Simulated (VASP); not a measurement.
# Bi (R-3m) in VASP: further runs

The runs below take Bi through single point, equation of state, band structure, phonons, with PBE, rSCAN, PBEsol, BLYP+D3(BJ).

Program: VASP 6.6.1. These are calculated values, not measurements. Logs are shortened: lines on timing, memory, paths and dates and some standing lists are left out, and cuts for length are marked.

## Step 1: The cell of the first run

It takes space group R-3m (No. 166, trigonal). The conventional cell has a = 4.535 Å, b = 4.535 Å, c = 11.814 Å, α = 90.00°, β = 90.00°, γ = 120.00°. Bi (site symmetry 3m) has 6 Bi at 3.06 to 3.52 Å within 4.0 Å.

## Step 2: Single point, PBE

Contents of POSCAR:

```
Bi
1.0
    2.2675000000      1.3091417354      3.9380000000
   -2.2675000000      1.3091417354      3.9380000000
    0.0000000000     -2.6182834708      3.9380000000
Bi
2
Direct
    0.7660000000      0.7660000000      0.7660000000
    0.2340000000      0.2340000000      0.2340000000
```

Contents of INCAR.step1:

```
PREC = Accurate
ENCUT = 520
EDIFF = 1E-7
ISMEAR = -1
SIGMA = 0.05
LREAL = False
LASPH = True
NELM = 80
ALGO = Normal
ISIF = 2
LWAVE = False
LCHARG = True
GGA = PE
NBANDS = 22
```

Contents of KPOINTS.step1:

```
Automatic mesh
0
Gamma
  7 7 7
```

Contents of INCAR.step2:

```
PREC = Accurate
ENCUT = 520
EDIFF = 1E-7
ISMEAR = -5
SIGMA = 0.05
LREAL = False
LASPH = True
NELM = 80
ALGO = Normal
ISIF = 2
LWAVE = False
LCHARG = False
GGA = PE
LORBIT = 11
NBANDS = 22
NEDOS = 1001
ICHARG = 11
```

Contents of KPOINTS.step2:

```
Automatic mesh
0
Gamma
  11 11 11
```

Potentials or basis: VASP PAW PBE potentials, release 64 (Bi_d).

On the command line:

```bash
> cat potpaw_PBE.64/Bi_d/POTCAR > POTCAR
> cp INCAR.step1 INCAR
> cp KPOINTS.step1 KPOINTS
> mpirun -np 1 vasp_std > vasp.out
> cp INCAR.step2 INCAR
> cp KPOINTS.step2 KPOINTS
> mpirun -np 1 vasp_std > vasp.out
```

OUTCAR:

```text
PREC = Accurate
   ENCUT = 520
   EDIFF = 1E-7
   ISMEAR = -5
   LREAL = False
   LASPH = True
   NELM = 80
   ISIF = 2
   GGA = PE
   LORBIT = 11
   ICHARG = 11

 ion  position               nearest neighbor table
   1  0.766  0.766  0.766-   2 3.06   2 3.06   2 3.06   2 3.52   2 3.52   2 3.52
   2  0.234  0.234  0.234-   1 3.06   1 3.06   1 3.06   1 3.52   1 3.52   1 3.52

  LATTYP: Found a trigonal (rhomboedric) cell.
 ALAT       =     4.7289800521
 COS(alpha) =     0.5401781303

  Lattice vectors:

 A1 = (   2.2675000000,   1.3091417354,   3.9380000000)
 A2 = (  -2.2675000000,   1.3091417354,   3.9380000000)
 A3 = (   0.0000000000,  -2.6182834708,   3.9380000000)

Analysis of symmetry for initial positions (statically):
=====================================================================
 Subroutine PRICEL returns:
 Original cell was already a primitive cell.

 Routine SETGRP: Setting up the symmetry group for a
 trigonal (rhombohedral) supercell.

 Subroutine GETGRP returns: Found 12 space group operations
 (whereof 12 operations were pure point group operations)
 out of a pool of 12 trial point group operations.

The static configuration has the point symmetry D_3d.

Analysis of symmetry for dynamics (positions and initial velocities):
=====================================================================
 Subroutine PRICEL returns:
 Original cell was already a primitive cell.

 Routine SETGRP: Setting up the symmetry group for a
 trigonal (rhombohedral) supercell.

 Subroutine GETGRP returns: Found 12 space group operations
 (whereof 12 operations were pure point group operations)
 out of a pool of 12 trial point group operations.

The dynamic configuration has the point symmetry D_3d.

 Subroutine INISYM returns: Found 12 space group operations
 (whereof 12 operations are pure point group operations),
 and found     1 'primitive' translations

----------------------------------------------------------------------------------------

                                     Primitive cell

  volume of cell :      70.1392

  direct lattice vectors                    reciprocal lattice vectors
     2.267500000  1.309141735  3.938000000     0.220507166  0.127309872  0.084645336
    -2.267500000  1.309141735  3.938000000    -0.220507166  0.127309872  0.084645336
     0.000000000 -2.618283471  3.938000000     0.000000000 -0.254619744  0.084645336

  length of vectors
     4.728980052  4.728980052  4.728980052     0.268320791  0.268320791  0.268320791

  position of ions in fractional coordinates (direct lattice)
     0.766000000  0.766000000  0.766000000
     0.234000000  0.234000000  0.234000000

  ion indices of the primitive-cell ions
   primitive index   ion index
                 1           1
                 2           2

----------------------------------------------------------------------------------------

 KPOINTS: Automatic mesh

Automatic generation of k-mesh.
 Grid dimensions read from file:
 generate k-points for:   11   11   11

 Generating k-lattice:

  Cartesian coordinates                     Fractional coordinates (reciprocal lattice)
     0.020046106  0.011573625  0.007695031     0.090909091 -0.000000000  0.000000000
    -0.020046106  0.011573625  0.007695031    -0.000000000  0.090909091  0.000000000
     0.000000000 -0.023147249  0.007695031     0.000000000  0.000000000  0.090909091

  Length of vectors
     0.024392799  0.024392799  0.024392799

  Shift w.r.t. Gamma in fractional coordinates (k-lattice)
     0.000000000  0.000000000  0.000000000

 TETIRR: Found    671 inequivalent tetrahedra from     7986

 Subroutine IBZKPT returns following result:
 ===========================================

 Found    146 irreducible k-points:

 Following reciprocal coordinates:
            Coordinates               Weight
  0.000000  0.000000  0.000000      1.000000
  0.090909  0.000000 -0.000000      6.000000
  0.181818  0.000000  0.000000      6.000000
  0.272727  0.000000 -0.000000      6.000000
  0.363636  0.000000  0.000000      6.000000
  0.454545  0.000000 -0.000000      6.000000
[... 16 lines left out ...]
 -0.272727  0.181818  0.000000     12.000000
 -0.181818  0.181818  0.000000      6.000000
 [... further k-points ...]
   k-points           NKPTS =    146   k-points in BZ     NKDIM =    146   number of bands    NBANDS=     22
   number of dos      NEDOS =   1001   number of ions     NIONS =      2
   total plane-waves  NPLWV =  46656
   dimension x,y,z NGX =    36 NGY =   36 NGZ =   36
   dimension x,y,z NGXF=    72 NGYF=   72 NGZF=   72
   ions per type =               2
   NGX,Y,Z   is equivalent  to a cutoff of  12.66, 12.66, 12.66 a.u.
   NGXF,Y,Z  is equivalent  to a cutoff of  25.31, 25.31, 25.31 a.u.
 SYSTEM =  unknown system
   PREC   = accura    normal or accurate (medium, high low for compatibility)
   ISTART =      0    job   : 0-new  1-cont  2-samecut
   ICHARG =     11    charge: 1-file 2-atom 10-const
   ISPIN  =      1    spin polarized calculation?
   LNONCOLLINEAR =      F non collinear calculations
   LSORBIT =      F    spin-orbit coupling
   LASPH  =      T    aspherical Exc in radial PAW
   ENCUT  =  520.0 eV  38.22 Ry    6.18 a.u.   8.79  8.79  8.79*2*pi/ulx,y,z
   NELM   =     80;   NELMIN=  2; NELMDL=  0     # of ELM steps
   EDIFF  = 0.1E-06   stopping-criterion for ELM
   LREAL  =      F    real-space projection
   EDIFFG = 0.1E-05   stopping-criterion for IOM
   NSW    =      0    number of steps for IOM
   IBRION =     -1    ionic relax: 0-MD 1-quasi-New 2-CG
   NFREE  =      0    steps in history (QN), initial steepest desc. (CG)
   ISIF   =      2    stress and relaxation
   ISYM   =      2    0-nonsym 1-usesym 2-fastsym
   POTIM  = 0.5000    time-step for ionic-motion
   TEBEG  =    0.0;   TEEND  =   0.0 temperature during run
   PSTRESS=    0.0 pullay stress
   NELECT =      30.0000    total number of electrons
   NUPDOWN=      -1.0000    fix difference up-down
   EMIN   =  10.00;   EMAX   =-10.00  energy-range for DOS
   EFERMI =   0.00;   METHOD = LEGACY
   ISMEAR =    -5;   SIGMA  =   0.05  broadening in eV -4-tet -1-fermi 0-gaus
   EFERMI_NEDOS =   21; number of points for ismear=-14 and -15
   IALGO  =     38    algorithm
   IMIX   =      4    mixing-type and parameters
     AMIX     =   0.40;   BMIX     =  1.00
     AMIX_MAG =   1.60;   BMIX_MAG =  1.00
  volume/ion in A,a.u.               =      35.07       236.66
  Fermi-wavevector in a.u.,A,eV,Ry     =   1.233469  2.330919 20.700530  1.521446
  Thomas-Fermi vector in A             =   2.368198
   LORBIT       =     11    0 simple, 1 ext, 2 COOP (PROOUT), +10 PAW based schemes
   GGA     = PE    functional components
   LHFCALC =     F    Hartree Fock is set to
   AEXX    =    0.0000 exact exchange contribution
   IVDW    =     0    specifies the selected vdW correction
   LEPSILON=     F    determine dielectric tensor
   LRPA    =     F    only Hartree local field effects (RPA)
 non-spin polarized calculation
 Fermi weights with tetrahedron method with Bloechl corrections
  energy-cutoff  :      520.00
  volume of cell :       70.14
 maximum number of plane-waves:      1934

 number of electron      30.0000004 magnetization

 Free energy of the ion-electron system (eV)
  ---------------------------------------------------
  ext. energy  EPLUGINS =         0.00000000
  ---------------------------------------------------
  free energy    TOTEN  =        -7.75252404 eV

  energy without entropy =       -7.75252404  energy(sigma->0) =       -7.75252404

 E-fermi :   6.3173     XC(G=0):  -9.5464

 val. band max:        6.3441645456   @ k =   0.3636   0.1818   0.1818
 cond. band min:       6.2905931176   @ k =   0.4545   0.0000  -0.0000
 fundamental gap:     -0.0535714280
 Fermi energy:         6.3172570350

 k-point     1 :       0.0000    0.0000    0.0000
  band No.  band energies     occupation
      1     -16.5648      2.00000
      2     -16.5648      2.00000
      3     -16.4109      2.00000
      4     -16.4109      2.00000
      5     -16.3951      2.00000
      6     -16.2251      2.00000
[... 14 lines left out ...]
     21      12.1629      0.00000
     22      12.4952      0.00000

 k-point     2 :       0.0909    0.0000   -0.0000
  band No.  band energies     occupation
      1     -16.5588      2.00000
      2     -16.5571      2.00000
      3     -16.4081      2.00000
      4     -16.4062      2.00000
      5     -16.3911      2.00000
      6     -16.2289      2.00000
[... 14 lines left out ...]
     21      12.2355      0.00000
     22      13.1833      0.00000

 k-point     3 :       0.1818    0.0000    0.0000
  band No.  band energies     occupation
      1     -16.5415      2.00000
      2     -16.5344      2.00000
      3     -16.4010      2.00000
      4     -16.3926      2.00000
      5     -16.3786      2.00000
      6     -16.2412      2.00000
[... 14 lines left out ...]
     21      12.5871      0.00000
     22      14.5782      0.00000
[... 476 lines left out ...]
 k-point    23 :      -0.2727    0.1818    0.0000
  band No.  band energies     occupation
      1     -16.5171      2.00000
      2     -16.4166      2.00000
      3     -16.3791      2.00000
      4     -16.3616      2.00000
      5     -16.3224      2.00000
      6     -16.3051      2.00000
[... 14 lines left out ...]
     21      15.1656      0.00000
     22      15.9137      0.00000

 k-point    24 :      -0.1818    0.1818    0.0000
  band No.  band energies     occupation
      1     -16.5332      2.00000
      2     -16.4625      2.00000
      3     -16.3888      2.00000
      4     -16.3784      2.00000
      5     -16.3344      2.00000
      6     -16.2876      2.00000
[... 14 lines left out ...]
     21      14.3682      0.00000
     22      14.8255      0.00000

 [... further k-points ...]

------------------------ aborting loop because EDIFF is reached ----------------------------------------

  FORCE on cell =-STRESS in cart. coord.  units (eV):
  Direction    XX          YY          ZZ          XY          YZ          ZX
  --------------------------------------------------------------------------------------
  -------------------------------------------------------------------------------------
  Total        1.0816310      1.0816310      1.0238357      0.0000000      0.0000000      0.0000000
  in kB       24.7074995     24.7074995     23.3872903      0.0000000      0.0000000      0.0000000
  external PRESSURE =      24.2674297 kB  Pullay stress =       0.0000000 kB

 VOLUME and BASIS-vectors are now :
 -----------------------------------------------------------------------------
  energy-cutoff  :      520.00
  volume of cell :       70.14
      direct lattice vectors                 reciprocal lattice vectors
     2.267500000  1.309141735  3.938000000     0.220507166  0.127309872  0.084645336
    -2.267500000  1.309141735  3.938000000    -0.220507166  0.127309872  0.084645336
     0.000000000 -2.618283471  3.938000000     0.000000000 -0.254619744  0.084645336

 POSITION                                       TOTAL-FORCE (eV/Angst)
 -----------------------------------------------------------------------------------
      0.00000      0.00000      9.04952         0.000000     -0.000000     -0.219134
      0.00000      0.00000      2.76448         0.000000      0.000000      0.219134
 -----------------------------------------------------------------------------------
    total drift:                               -0.000000     -0.000000      0.000000

  FREE ENERGIE OF THE ION-ELECTRON SYSTEM (eV)
  ---------------------------------------------------
  free  energy   TOTEN  =        -7.7525240433 eV

  energy  without entropy=       -7.7525240433  energy(sigma->0) =       -7.75252404

 total charge

# of ion       s       p       d       tot
------------------------------------------
    1        1.531   1.365   9.913  12.808
    2        1.531   1.365   9.913  12.808
--------------------------------------------------
tot          3.062   2.730  19.825  25.617
```

It took 4.1 min on 1 thread of Intel Xeon 8259CL, shared host; peak memory 0.31 GiB.

What came out:

- Valence electrons inside the program's atomic spheres: Bi 12.81

Caveat: spin-orbit coupling is left out, which moves the levels of the heavy elements; tetrahedron occupations give inexact forces and stress in metals.

## Step 3: Equation of state, rSCAN

Contents of POSCAR.step1:

```
Bi
1.0
    2.1973256557      1.2686265588      3.8161272027
   -2.1973256557      1.2686265588      3.8161272027
    0.0000000000     -2.5372531176      3.8161272027
Bi
2
Direct
    0.7660000000      0.7660000000      0.7660000000
    0.2340000000      0.2340000000      0.2340000000
```

Contents of POSCAR.step2:

```
Bi
1.0
    2.2212115015      1.2824170583      3.8576100961
   -2.2212115015      1.2824170583      3.8576100961
    0.0000000000     -2.5648341167      3.8576100961
Bi
2
Direct
    0.7660000000      0.7660000000      0.7660000000
    0.2340000000      0.2340000000      0.2340000000
```

Contents of POSCAR.step3:

```
Bi
1.0
    2.2445943935      1.2959171773      3.8982195024
   -2.2445943935      1.2959171773      3.8982195024
    0.0000000000     -2.5918343547      3.8982195024
Bi
2
Direct
    0.7660000000      0.7660000000      0.7660000000
    0.2340000000      0.2340000000      0.2340000000
```

Contents of POSCAR.step4:

```
Bi
1.0
    2.2675000000      1.3091417354      3.9380000000
   -2.2675000000      1.3091417354      3.9380000000
    0.0000000000     -2.6182834708      3.9380000000
Bi
2
Direct
    0.7660000000      0.7660000000      0.7660000000
    0.2340000000      0.2340000000      0.2340000000
```

Contents of POSCAR.step5:

```
Bi
1.0
    2.2899519552      1.3221043778      3.9769926349
   -2.2899519552      1.3221043778      3.9769926349
    0.0000000000     -2.6442087556      3.9769926349
Bi
2
Direct
    0.7660000000      0.7660000000      0.7660000000
    0.2340000000      0.2340000000      0.2340000000
```

Contents of POSCAR.step6:

```
Bi
1.0
    2.3119720748      1.3348176998      4.0152352947
   -2.3119720748      1.3348176998      4.0152352947
    0.0000000000     -2.6696353996      4.0152352947
Bi
2
Direct
    0.7660000000      0.7660000000      0.7660000000
    0.2340000000      0.2340000000      0.2340000000
```

Contents of POSCAR.step7:

```
Bi
1.0
    2.3335805430      1.3472933547      4.0527630334
   -2.3335805430      1.3472933547      4.0527630334
    0.0000000000     -2.6945867093      4.0527630334
Bi
2
Direct
    0.7660000000      0.7660000000      0.7660000000
    0.2340000000      0.2340000000      0.2340000000
```

Contents of INCAR:

```
METAGGA = RSCAN
ISMEAR = 1
SIGMA = 0.1
LWAVE = False
LCHARG = False
ISIF = 2
NSW = 0
ENCUT = 450
PREC = Accurate
LASPH = True
LREAL = False
ALGO = Normal
EDIFF = 1E-7
NELM = 120
GGA_COMPAT = False
LMIXTAU = True
KPAR = 2
```

Contents of KPOINTS:

```
k-points
0
Gamma
  9 9 9
```

Potentials or basis: VASP PAW PBE potentials, release 64 (Bi_d_GW).

On the command line:

```bash
> cat potpaw_PBE.64/Bi_d_GW/POTCAR > POTCAR
> cp POSCAR.step1 POSCAR
> mpirun -np 2 vasp_std > vasp.out
> cp POSCAR.step2 POSCAR
> mpirun -np 2 vasp_std > vasp.out
> cp POSCAR.step3 POSCAR
> mpirun -np 2 vasp_std > vasp.out
> cp POSCAR.step4 POSCAR
> mpirun -np 2 vasp_std > vasp.out
> cp POSCAR.step5 POSCAR
> mpirun -np 2 vasp_std > vasp.out
> cp POSCAR.step6 POSCAR
> mpirun -np 2 vasp_std > vasp.out
> cp POSCAR.step7 POSCAR
> mpirun -np 2 vasp_std > vasp.out
```

Run time: 17 min. Hardware: 2 MPI ranks of Intel Xeon 6975P-C (Granite Rapids), shared host; peak memory 0.29 GiB.

The run converged. Its results:

* Equilibrium volume: 36.25 Å³/atom
* Bulk modulus at fixed shape and positions: 46 GPa
* Pressure derivative of the bulk modulus: 4.6

Energy against volume, from the lowest point:
```tsv
volume (Å³/atom)	energy (meV/atom)
31.913	94.14
32.965	50.78
34.018	22.08
35.070	5.74
36.122	0.00
37.174	3.18
38.226	13.95
```

Caveat: the cell was scaled at fixed shape and fractional positions, which overstates the stiffness of a crystal with free parameters, most of all of layers and chains; the PAW data sets were made with another functional, which shifts forces and pressure a little; spin-orbit coupling is left out, which moves the levels of the heavy elements.

[end of part 1 of 2]
